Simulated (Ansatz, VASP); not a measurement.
LiCl: VASP beside Ansatz

The input INCAR:

```
SYSTEM = LiCl
PREC = Accurate
ENCUT = 520
EDIFF = 1E-7
ISMEAR = -1
SIGMA = 0.02
LREAL = .False.
LASPH = .True.
NELM = 60
ALGO = Normal
ISIF = 2
LWAVE = .False.
LCHARG = .False.
GGA = PE
NBANDS = 12
```

The input KPOINTS:

```
Automatic mesh
0
Gamma
  8 8 8
  0 0 0
```

Contents of POSCAR:

```
LiCl
1.0
    0.0000000000      2.5560369926      2.6181486915
    2.5560369926      0.0000000000      2.6181486915
    2.5560369926      2.5560369926      0.0000000000
Li Cl
1 1
Direct
    0.0000000000      0.0000000000      0.0000000000
    0.5000000000      0.5000000000      0.5000000000
```

Input for Ansatz:

```yaml
crystal:
  lattice:
    - [0.0, 2.5560369926, 2.6181486915]
    - [2.5560369926, 0.0, 2.6181486915]
    - [2.5560369926, 2.5560369926, 0.0]
  atoms:
    - { symbol: Li, position: [0.0, 0.0, 0.0] }
    - { symbol: Cl, position: [0.5, 0.5, 0.5] }
kpoints:
  mp_grid: { grid: [8, 8, 8] }
  band_path:
    path:
      - [0.0, 0.0, 0.0]
      - [0.5, 0.0, 0.5]
      - [0.625, 0.25, 0.625]
      - [0.375, 0.375, 0.75]
      - [0.5, 0.5, 0.5]
      - [0.5, 0.25, 0.75]
    npoints: 1
hamiltonian:
  xc: pbe
scf:
  occupations: { method: fermi_dirac, width: 0.02 }
  n_extra_bands: 4
output:
  forces: true
  stress: true
  eigenvalues: true
```

Change from the starting cell: uniaxial_z strain +2.4%.

Alike in both runs: task single point; functional PBE; k mesh 8 × 8 × 8; occupations fermi-dirac, width 0.02 eV; no spin polarisation.

|  | VASP | Ansatz |
| --- | --- | --- |
| version | VASP 6.6.1 | Ansatz 0.2.0 |
| potentials or method | VASP PAW PBE potentials, release 64 (Li_sv, Cl) | plane waves, PAW |
| plane-wave cutoff (eV) | 520 | 420 |
| valence electrons in the cell | 10 | 10 |

|  | VASP | Ansatz | Ansatz less VASP |
| --- | --- | --- | --- |
| gap on the k mesh at the Fermi level (eV) | 6.22 | 6.21 | -0.012 |

Noted on VASP's run: the cutoff is short for stress, so the pressure is rough.
